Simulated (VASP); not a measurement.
Write the native input for VASP 6.6.1 that does the following.

```
Task                   : single point
Functional             : PBEsol
Potentials or basis    : VASP PAW PBE potentials, release 64 (Cu)
Cutoff                 : 520 eV
k mesh                 : 14 × 14 × 8
Occupations            : gaussian, width 0.15 eV
Spin                   : no spin polarisation
Dipole correction      : no
Further INCAR settings : ALGO = Normal; EDIFF = 1e-06; NBANDS = 18
```

The structure of Cu lies in POSCAR:

```
Cu
1.0
   -1.4450917292      1.4450917292      1.3600072005
    1.4450917292     -1.4450917292      1.3600072005
    2.8901834585      2.8901834585      0.0000000000
Cu
2
Direct
    0.0000000000      0.0000000000      0.0000000000
    0.5000000000      0.5000000000      0.5000000000
```

The input as run:

INCAR

```
PREC = Accurate ; ENCUT = 520
EDIFF = 1E-6 ; ISMEAR = 0
SIGMA = 0.15 ; LREAL = F
LASPH = T ; NELM = 60
ALGO = Normal ; ISIF = 2
LWAVE = F ; LCHARG = T
GGA = PS ; LELF = T
LVHAR = T ; NBANDS = 18
```

KPOINTS

```
Automatic mesh
0
Gamma
  14 14 8
```

Potentials or basis: VASP PAW PBE potentials, release 64 (Cu).

The run is started by

```bash
$ cat potpaw_PBE.64/Cu/POTCAR > POTCAR
$ mpirun -np 1 vasp_std > vasp.out
```

It gave:

The pressure is 0.6 GPa and the band gap on the k mesh is zero (bands 11 and 12 overlap by 6.83 eV).

Caveat: the PAW data sets were made with another functional, which shifts forces and pressure a little.

Run time: 39 s on 1 thread of Intel(R) Xeon(R) 6975P-C (Granite Rapids), with other jobs on the host, peak memory 0.2 GiB.
